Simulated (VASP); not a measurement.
# ZrS (Fm-3m) in VASP: a series of runs

ZrS is run at these levels: PBEsol; tasks: single point.

Program: VASP 6.6.1. These are calculated values, not measurements. Logs are shortened: lines on timing, memory, paths and dates and some standing lists are left out, and cuts for length are marked.

## 1. The cell of the first run

It takes space group Fm-3m (No. 225, cubic). The conventional cell has a = 5.250 Å, b = 5.250 Å, c = 5.250 Å, α = 90.00°, β = 90.00°, γ = 90.00°. Zr (site symmetry m-3m) has 6 S at 2.62 Å within 3.5 Å. S (site symmetry m-3m) has 6 Zr at 2.62 Å within 3.5 Å.

## 2. Single point, PBEsol

The input, INCAR:

```
SYSTEM = ZrS
  PREC = Accurate
  ENCUT = 500
  EDIFF = 1E-6
  ISMEAR = -1
  SIGMA = 0.01
  LREAL = .False.
  LASPH = .True.
  NELM = 120
  ALGO = Normal
  ISIF = 2
  LWAVE = .False.
  LCHARG = .False.
  GGA = PS
  NBANDS = 16
  ISYM = -1
  GGA_COMPAT = .False.
```

The input, KPOINTS:

```
explicit points
108
Reciprocal
  0.08333333   0.08333333   0.08333333 2
  0.08333333   0.08333333   0.25000000 2
  0.08333333   0.08333333   0.41666667 2
  0.08333333   0.08333333   0.58333333 2
  0.08333333   0.08333333   0.75000000 2
  0.08333333   0.08333333   0.91666667 2
  0.08333333   0.25000000   0.08333333 2
  0.08333333   0.25000000   0.25000000 2
  0.08333333   0.25000000   0.41666667 2
  0.08333333   0.25000000   0.58333333 2
  0.08333333   0.25000000   0.75000000 2
  0.08333333   0.25000000   0.91666667 2
  0.08333333   0.41666667   0.08333333 2
  0.08333333   0.41666667   0.25000000 2
  0.08333333   0.41666667   0.41666667 2
  0.08333333   0.41666667   0.58333333 2
  0.08333333   0.41666667   0.75000000 2
  0.08333333   0.41666667   0.91666667 2
  0.08333333   0.58333333   0.08333333 2
  0.08333333   0.58333333   0.25000000 2
  0.08333333   0.58333333   0.41666667 2
  0.08333333   0.58333333   0.58333333 2
  0.08333333   0.58333333   0.75000000 2
  0.08333333   0.58333333   0.91666667 2
  0.08333333   0.75000000   0.08333333 2
  0.08333333   0.75000000   0.25000000 2
  0.08333333   0.75000000   0.41666667 2
  0.08333333   0.75000000   0.58333333 2
  0.08333333   0.75000000   0.75000000 2
  0.08333333   0.75000000   0.91666667 2
  0.08333333   0.91666667   0.08333333 2
  0.08333333   0.91666667   0.25000000 2
  0.08333333   0.91666667   0.41666667 2
  0.08333333   0.91666667   0.58333333 2
  0.08333333   0.91666667   0.75000000 2
  0.08333333   0.91666667   0.91666667 2
  0.25000000   0.08333333   0.08333333 2
  0.25000000   0.08333333   0.25000000 2
  0.25000000   0.08333333   0.41666667 2
  0.25000000   0.08333333   0.58333333 2
  0.25000000   0.08333333   0.75000000 2
  0.25000000   0.08333333   0.91666667 2
  0.25000000   0.25000000   0.08333333 2
  0.25000000   0.25000000   0.25000000 2
  0.25000000   0.25000000   0.41666667 2
  0.25000000   0.25000000   0.58333333 2
  0.25000000   0.25000000   0.75000000 2
  0.25000000   0.25000000   0.91666667 2
  0.25000000   0.41666667   0.08333333 2
  0.25000000   0.41666667   0.25000000 2
  0.25000000   0.41666667   0.41666667 2
  0.25000000   0.41666667   0.58333333 2
  0.25000000   0.41666667   0.75000000 2
  0.25000000   0.41666667   0.91666667 2
  0.25000000   0.58333333   0.08333333 2
  0.25000000   0.58333333   0.25000000 2
  0.25000000   0.58333333   0.41666667 2
  0.25000000   0.58333333   0.58333333 2
  0.25000000   0.58333333   0.75000000 2
  0.25000000   0.58333333   0.91666667 2
  0.25000000   0.75000000   0.08333333 2
  0.25000000   0.75000000   0.25000000 2
  0.25000000   0.75000000   0.41666667 2
  0.25000000   0.75000000   0.58333333 2
  0.25000000   0.75000000   0.75000000 2
  0.25000000   0.75000000   0.91666667 2
  0.25000000   0.91666667   0.08333333 2
  0.25000000   0.91666667   0.25000000 2
  0.25000000   0.91666667   0.41666667 2
  0.25000000   0.91666667   0.58333333 2
  0.25000000   0.91666667   0.75000000 2
  0.25000000   0.91666667   0.91666667 2
  0.41666667   0.08333333   0.08333333 2
  0.41666667   0.08333333   0.25000000 2
  0.41666667   0.08333333   0.41666667 2
  0.41666667   0.08333333   0.58333333 2
  0.41666667   0.08333333   0.75000000 2
  0.41666667   0.08333333   0.91666667 2
  0.41666667   0.25000000   0.08333333 2
  0.41666667   0.25000000   0.25000000 2
  0.41666667   0.25000000   0.41666667 2
  0.41666667   0.25000000   0.58333333 2
  0.41666667   0.25000000   0.75000000 2
  0.41666667   0.25000000   0.91666667 2
  0.41666667   0.41666667   0.08333333 2
  0.41666667   0.41666667   0.25000000 2
  0.41666667   0.41666667   0.41666667 2
  0.41666667   0.41666667   0.58333333 2
  0.41666667   0.41666667   0.75000000 2
  0.41666667   0.41666667   0.91666667 2
  0.41666667   0.58333333   0.08333333 2
  0.41666667   0.58333333   0.25000000 2
  0.41666667   0.58333333   0.41666667 2
  0.41666667   0.58333333   0.58333333 2
  0.41666667   0.58333333   0.75000000 2
  0.41666667   0.58333333   0.91666667 2
  0.41666667   0.75000000   0.08333333 2
  0.41666667   0.75000000   0.25000000 2
  0.41666667   0.75000000   0.41666667 2
  0.41666667   0.75000000   0.58333333 2
  0.41666667   0.75000000   0.75000000 2
  0.41666667   0.75000000   0.91666667 2
  0.41666667   0.91666667   0.08333333 2
  0.41666667   0.91666667   0.25000000 2
  0.41666667   0.91666667   0.41666667 2
  0.41666667   0.91666667   0.58333333 2
  0.41666667   0.91666667   0.75000000 2
  0.41666667   0.91666667   0.91666667 2
```

The input, POSCAR:

```
ZrS
1.0
    0.0000000000      2.6250000000      2.6250000000
    2.6250000000      0.0000000000      2.6250000000
    2.6250000000      2.6250000000      0.0000000000
Zr S
1 1
Direct
    0.0000000000      0.0000000000      0.0000000000
    0.5000000000      0.5000000000      0.5000000000
```

Potentials or basis: VASP PAW PBE potentials, release 64 (Zr_sv, S).

Launch:

```console
cat potpaw_PBE.64/Zr_sv/POTCAR potpaw_PBE.64/S/POTCAR > POTCAR
mpirun -np 1 vasp_std > vasp.out
```

OUTCAR:

```text
SYSTEM = ZrS
   PREC = Accurate
   ENCUT = 500
   EDIFF = 1E-6
   ISMEAR = -1
   LREAL = .False.
   LASPH = .True.
   NELM = 120
   ISIF = 2
   GGA = PS
   ISYM = -1

 ion  position               nearest neighbor table
   1  0.000  0.000  0.000-   2 2.62   2 2.62   2 2.62   2 2.62   2 2.62   2 2.62
   2  0.500  0.500  0.500-   1 2.62   1 2.62   1 2.62   1 2.62   1 2.62   1 2.62

IMPORTANT INFORMATION: All symmetrisations will be switched off!
NOSYMM: (Re-)initialisation of all symmetry stuff for point group C_1.

----------------------------------------------------------------------------------------

                                     Primitive cell

  volume of cell :      36.1758

  direct lattice vectors                    reciprocal lattice vectors
     0.000000000  2.625000000  2.625000000    -0.190476190  0.190476190  0.190476190
     2.625000000  0.000000000  2.625000000     0.190476190 -0.190476190  0.190476190
     2.625000000  2.625000000  0.000000000     0.190476190  0.190476190 -0.190476190

  length of vectors
     3.712310601  3.712310601  3.712310601     0.329914440  0.329914440  0.329914440

  position of ions in fractional coordinates (direct lattice)
     0.000000000  0.000000000  0.000000000
     0.500000000  0.500000000  0.500000000

  ion indices of the primitive-cell ions
   primitive index   ion index
                 1           1
                 2           2

----------------------------------------------------------------------------------------

 KPOINTS: explicit points

Read explicit list of k-points.

 Found    108 k-points:

 Following reciprocal coordinates:
            Coordinates               Weight
  0.083333  0.083333  0.083333      0.009259
  0.083333  0.083333  0.250000      0.009259
  0.083333  0.083333  0.416667      0.009259
  0.083333  0.083333  0.583333      0.009259
  0.083333  0.083333  0.750000      0.009259
  0.083333  0.083333  0.916667      0.009259
[... 16 lines left out ...]
  0.083333  0.583333  0.750000      0.009259
  0.083333  0.583333  0.916667      0.009259
 [... further k-points ...]
   k-points           NKPTS =    108   k-points in BZ     NKDIM =    108   number of bands    NBANDS=     16
   number of dos      NEDOS =    301   number of ions     NIONS =      2
   total plane-waves  NPLWV =  21952
   dimension x,y,z NGX =    28 NGY =   28 NGZ =   28
   dimension x,y,z NGXF=    56 NGYF=   56 NGZF=   56
   ions per type =               1   1
   NGX,Y,Z   is equivalent  to a cutoff of  12.54, 12.54, 12.54 a.u.
   NGXF,Y,Z  is equivalent  to a cutoff of  25.08, 25.08, 25.08 a.u.
 SYSTEM =  ZrS
   PREC   = accura    normal or accurate (medium, high low for compatibility)
   ISTART =      0    job   : 0-new  1-cont  2-samecut
   ICHARG =      2    charge: 1-file 2-atom 10-const
   ISPIN  =      1    spin polarized calculation?
   LNONCOLLINEAR =      F non collinear calculations
   LSORBIT =      F    spin-orbit coupling
   LASPH  =      T    aspherical Exc in radial PAW
   ENCUT  =  500.0 eV  36.75 Ry    6.06 a.u.   6.77  6.77  6.77*2*pi/ulx,y,z
   NELM   =    120;   NELMIN=  2; NELMDL= -5     # of ELM steps
   EDIFF  = 0.1E-05   stopping-criterion for ELM
   LREAL  =      F    real-space projection
   EDIFFG = 0.1E-04   stopping-criterion for IOM
   NSW    =      0    number of steps for IOM
   IBRION =     -1    ionic relax: 0-MD 1-quasi-New 2-CG
   NFREE  =      0    steps in history (QN), initial steepest desc. (CG)
   ISIF   =      2    stress and relaxation
   ISYM   =     -1    0-nonsym 1-usesym 2-fastsym
   POTIM  = 0.5000    time-step for ionic-motion
   TEBEG  =    0.0;   TEEND  =   0.0 temperature during run
   PSTRESS=    0.0 pullay stress
   NELECT =      18.0000    total number of electrons
   NUPDOWN=      -1.0000    fix difference up-down
   EMIN   =  10.00;   EMAX   =-10.00  energy-range for DOS
   EFERMI =   0.00;   METHOD = LEGACY
   ISMEAR =    -1;   SIGMA  =   0.01  broadening in eV -4-tet -1-fermi 0-gaus
   EFERMI_NEDOS =   21; number of points for ismear=-14 and -15
   IALGO  =     38    algorithm
   IMIX   =      4    mixing-type and parameters
     AMIX     =   0.40;   BMIX     =  1.00
     AMIX_MAG =   1.60;   BMIX_MAG =  1.00
  volume/ion in A,a.u.               =      18.09       122.06
  Fermi-wavevector in a.u.,A,eV,Ry     =   1.297258  2.451462 22.896950  1.682878
  Thomas-Fermi vector in A             =   2.428662
   LORBIT       =      0    0 simple, 1 ext, 2 COOP (PROOUT), +10 PAW based schemes
   GGA     = PS    functional components
   LHFCALC =     F    Hartree Fock is set to
   AEXX    =    0.0000 exact exchange contribution
   IVDW    =     0    specifies the selected vdW correction
   LEPSILON=     F    determine dielectric tensor
   LRPA    =     F    only Hartree local field effects (RPA)
 non-spin polarized calculation
  energy-cutoff  :      500.00
  volume of cell :       36.18
 maximum number of plane-waves:       932
 NGX is ok and might be reduce to    28
   NGX = 13   NGY = 13   NGZ = 13

 number of electron      18.0000000 magnetization

 Free energy of the ion-electron system (eV)
  ---------------------------------------------------
  ext. energy  EPLUGINS =         0.00000000
  ---------------------------------------------------
  free energy    TOTEN  =       -16.47483508 eV

  energy without entropy =      -16.47396808  energy(sigma->0) =      -16.47440158

 E-fermi :  10.5422     XC(G=0): -11.4603

 val. band max:       10.5213856003   @ k =   0.0833   0.2500   0.2500
 cond. band min:      10.5529375765   @ k =   0.2500   0.2500   0.4167
 fundamental gap:      0.0315519762
 Fermi energy:        10.5421566575

 k-point     1 :       0.0833    0.0833    0.0833
  band No.  band energies     occupation
      1     -39.2785      2.00000
      2     -17.2951      2.00000
      3     -17.2806      2.00000
      4     -17.2806      2.00000
      5      -5.1257      2.00000
      6       6.5569      2.00000
[... 8 lines left out ...]
     15      18.0191      0.00000
     16      22.3395      0.00000

 k-point     2 :       0.0833    0.0833    0.2500
  band No.  band energies     occupation
      1     -39.2704      2.00000
      2     -17.4004      2.00000
      3     -17.3017      2.00000
      4     -17.2841      2.00000
      5      -4.7096      2.00000
      6       4.9057      2.00000
[... 8 lines left out ...]
     15      18.8492      0.00000
     16      19.9838      0.00000

 k-point     3 :       0.0833    0.0833    0.4167
  band No.  band energies     occupation
      1     -39.2579      2.00000
      2     -17.5599      2.00000
      3     -17.3180      2.00000
      4     -17.3013      2.00000
      5      -3.9905      2.00000
      6       3.2407      2.00000
[... 8 lines left out ...]
     15      18.0396      0.00000
     16      18.2365      0.00000

 k-point     4 :       0.0833    0.0833    0.5833
  band No.  band energies     occupation
      1     -39.2535      2.00000
      2     -17.6144      2.00000
      3     -17.3152      2.00000
      4     -17.3148      2.00000
      5      -3.7083      2.00000
      6       2.7220      2.00000
[... 8 lines left out ...]
     15      16.8420      0.00000
     16      17.2393      0.00000
[... 324 lines left out ...]
 k-point    22 :       0.0833    0.5833    0.5833
  band No.  band energies     occupation
      1     -39.2464      2.00000
      2     -17.5414      2.00000
      3     -17.3901      2.00000
      4     -17.3820      2.00000
      5      -4.3179      2.00000
      6       4.2967      2.00000
[... 8 lines left out ...]
     15      18.7266      0.00000
     16      21.1482      0.00000

 k-point    23 :       0.0833    0.5833    0.7500
  band No.  band energies     occupation
      1     -39.2500      2.00000
      2     -17.5250      2.00000
      3     -17.3944      2.00000
      4     -17.3556      2.00000
      5      -4.1564      2.00000
      6       3.8739      2.00000
[... 8 lines left out ...]
     15      17.5084      0.00000
     16      19.2311      0.00000

 k-point    24 :       0.0833    0.5833    0.9167
  band No.  band energies     occupation
      1     -39.2535      2.00000
      2     -17.5800      2.00000
      3     -17.3485      2.00000
      4     -17.3113      2.00000
      5      -3.8548      2.00000
      6       3.0700      2.00000
[... 8 lines left out ...]
     15      17.2511      0.00000
     16      17.8315      0.00000

 [... further k-points ...]

------------------------ aborting loop because EDIFF is reached ----------------------------------------

  FORCE on cell =-STRESS in cart. coord.  units (eV):
  Direction    XX          YY          ZZ          XY          YZ          ZX
  --------------------------------------------------------------------------------------
  -------------------------------------------------------------------------------------
  Total       -1.4187523     -1.4187343     -1.4187459      0.0058644      0.0058617      0.0058614
  in kB      -62.8346573    -62.8338579    -62.8343715      0.2597244      0.2596083      0.2595943
  external PRESSURE =     -62.8342955 kB  Pullay stress =       0.0000000 kB

 VOLUME and BASIS-vectors are now :
 -----------------------------------------------------------------------------
  energy-cutoff  :      500.00
  volume of cell :       36.18
      direct lattice vectors                 reciprocal lattice vectors
     0.000000000  2.625000000  2.625000000    -0.190476190  0.190476190  0.190476190
     2.625000000  0.000000000  2.625000000     0.190476190 -0.190476190  0.190476190
     2.625000000  2.625000000  0.000000000     0.190476190  0.190476190 -0.190476190

 POSITION                                       TOTAL-FORCE (eV/Angst)
 -----------------------------------------------------------------------------------
      0.00000      0.00000      0.00000         0.000002      0.000002     -0.000003
      2.62500      2.62500      2.62500        -0.000002     -0.000002      0.000003
 -----------------------------------------------------------------------------------
    total drift:                                0.000003      0.000001     -0.000003

  FREE ENERGIE OF THE ION-ELECTRON SYSTEM (eV)
  ---------------------------------------------------
  free  energy   TOTEN  =       -16.4748350848 eV

  energy  without entropy=      -16.4739680803  energy(sigma->0) =      -16.47440158
```

Wall time 37 s (1 thread of AMD EPYC 9R14 (Zen 4), shared host); peak memory 0.16 GiB.

What came out:

- Free energy: -16.4748 eV
- Pressure: -6.3 GPa
- Band gap on the k mesh: zero (bands 9 and 10 overlap by 2.03 eV)

Caveat: the cell stands under tension; the PAW data sets were made with another functional, which shifts forces and pressure a little.

## 3. Single point, PBEsol

The input, INCAR:

```
SYSTEM = ZrS
PREC = Accurate
ENCUT = 500
EDIFF = 1E-6
ISMEAR = -1
SIGMA = 0.01
LREAL = .False.
LASPH = .True.
NELM = 120
ALGO = Normal
ISIF = 2
LWAVE = .False.
LCHARG = .True.
GGA = PS
LELF = .True.
LVHAR = .True.
NBANDS = 16
ISYM = -1
GGA_COMPAT = .False.
```

KPOINTS is that of step 2.

POSCAR is that of step 2.

Potentials or basis: VASP PAW PBE potentials, release 64 (Zr_sv, S).

Launch:

```console
cat potpaw_PBE.64/Zr_sv/POTCAR potpaw_PBE.64/S/POTCAR > POTCAR
mpirun -np 1 vasp_std > vasp.out
```

Run time: 37 s. Hardware: 1 thread of AMD EPYC 9R14 (Zen 4), shared host; peak memory 0.16 GiB.

It converged, with:

```yaml
Free_energy: -16.4748 eV
Pressure: -6.3 GPa
Band_gap_on_the_k_mesh: zero (bands 9 and 10 overlap by 2.03 eV)
```

Levels at points of the mesh, in eV from the Fermi level:
```
           k point  band 5  band 6  band 7  band 8  band 9  band 10  band 11  band 12  band 13  band 14
(0.08, 0.08, 0.08)  -15.67   -3.99   -3.79   -3.79   -1.14    -1.14    -1.10    -0.16    -0.16     2.27
```

Caveat: the cell stands under tension; the PAW data sets were made with another functional, which shifts forces and pressure a little.

The gap in the log of VASP goes by the Fermi energy; the results here count the filled bands.